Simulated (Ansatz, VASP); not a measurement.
# Two plane-wave programs on Co

```
Co
1.0
    15.00000    0.00000    0.00000
     0.00000   15.50000    0.00000
     0.00000    0.00000   16.00000
Co
1
Direct
  0.50000 0.50000 0.50000
```

Alike in both runs: task single point; functional PBE; k mesh 1 × 1 × 1; occupations gaussian, width 0.005 eV; collinear spin.

|  | VASP | Ansatz |
| --- | --- | --- |
| version | VASP 6.6.1 | Ansatz 0.2.0 |
| potentials or method | VASP PAW PBE potentials, release 64 (Co), cutoff 520 eV | scalar-relativistic, plane waves, PAW |
| valence electrons in the cell | 9 | 17 |

Ansatz gave:

```
gap on the k mesh at the Fermi level (eV)                     : 0.29
net moment per atom (μB)                                      : 3.00
size of the moment on the site where the two differ most (μB) : 3.00
```

Q: Which values does VASP return?

A: gap on the k mesh at the Fermi level (eV): 0.24; net moment per atom (μB): 3.00; size of the moment on the site where the two differ most (μB): 2.44.

Site moments also hang on the region over which each program counts them. VASP's potentials hold 9 valence electrons a cell and Ansatz's 17, so a difference there can come from the potentials and not from the codes.
